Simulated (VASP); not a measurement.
Write the native input for VASP 6.6.1 that does the following.

```
Task                   : relaxation of cell and atoms
Functional             : PBE
Potentials or basis    : VASP PAW PBE potentials, release 64 (Cu)
Cutoff                 : 600 eV
k mesh                 : 20 × 20 × 20
Occupations            : gaussian, width 0.1 eV
Spin                   : no spin polarisation
Target pressure        : 21.1 GPa
Dipole correction      : no
Further INCAR settings : ALGO = Normal; EDIFF = 1e-06; IBRION = 2; EDIFFG = -0.002; NSW = 100; ISIF = 3
```

The structure of Cu lies in POSCAR:

```
Cu
1.0
    0.0000000000      1.7476551505      1.7476551505
    1.7476551505      0.0000000000      1.7476551505
    1.7476551505      1.7476551505      0.0000000000
Cu
1
Direct
    0.0000000000      0.0000000000      0.0000000000
```

The input as run:

INCAR

```
SYSTEM = Cu
  ALGO = Normal
  EDIFF = 1E-6
  EDIFFG = -0.002
  ENCUT = 600
  GGA = PE
  IBRION = 2
  ISIF = 3
  ISMEAR = 0
  LASPH = .TRUE.
  LCHARG = .FALSE.
  LREAL = .FALSE.
  LWAVE = .FALSE.
  NELM = 100
  NSW = 100
  PREC = Accurate
  PSTRESS = 211.0
  SIGMA = 0.1
```

KPOINTS

```
k-points
0
G
  20 20 20
  0 0 0
```

Potentials or basis: VASP PAW PBE potentials, release 64 (Cu).

Run with:

```console
$ cat potpaw_PBE.64/Cu/POTCAR > POTCAR
$ mpirun -np 1 vasp_std > vasp.out
```

It gave:

| Item | Value |
| --- | --- |
| Relaxed volume | 10.71 Å³/atom |
| Relaxed cell | a = 2.474 Å, b = 2.474 Å, c = 2.474 Å, α = 60.00°, β = 60.00°, γ = 60.00° |
| Space group after relaxing (to 0.1 Å) | Fm-3m (No. 225) |
| Energy change on relaxing (the run minimises the enthalpy) | -4.2 meV/atom |
| Ionic steps | 11 |
| Pressure after relaxing | 21.1 GPa |
| Band gap on the k mesh | zero (an odd number of electrons rules out a gap without spin polarisation) |

Caveat: the cell is relaxed towards a set pressure, so the run minimises the enthalpy, not the energy.

Run time: 71 s on 1 thread of AMD EPYC 7R13 Processor (Zen 3) (shared host), peak memory 0.12 GiB.
